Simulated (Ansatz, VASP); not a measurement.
**Two plane-wave programs on C**

```
C
1.0
     1.22803    0.70900    2.84496
    -1.22803    0.70900    2.84496
     0.00000   -1.41800    2.84496
C
2
Direct
  0.16400 0.16400 0.16400
  0.83600 0.83600 0.83600
```

Change from the starting cell: strain -0.1500 x Voigt [0, 0, 1, 0, 0, 0], atoms carried along.

Alike in both runs: task single point; functional LDA; k mesh 12 × 12 × 12; occupations gaussian, width 0.05 eV; no spin polarisation.

```csv
,VASP,Ansatz
version,VASP 6.6.1,Ansatz 0.2.0
potentials or method,"VASP PAW LDA potentials, release 64 (C), cutoff 600 eV","scalar-relativistic, plane waves, PAW"
valence electrons in the cell,8,8
```

Ansatz gave:

```
gap on the k mesh at the Fermi level (eV)                     : 0.95
least direct gap on the mesh (eV)                             : 0.95
pressure (GPa)                                                : -1.0
traceless stress, the component that is largest in VASP (GPa) : 12.96
rms of the force components (eV/Å)                            : 0.357
```

**Question.** Estimate VASP's values.

**Answer.** gap on the k mesh at the Fermi level (eV): 0.95; least direct gap on the mesh (eV): 0.95; pressure (GPa): -0.6; traceless stress, the component that is largest in VASP (GPa): 12.12; rms of the force components (eV/Å): 0.355.

LDA's correlation is that of Perdew and Zunger in VASP and of Perdew and Wang (1992) in Ansatz. Atom by atom the forces differ by 0.003 eV/Å (rms over components).
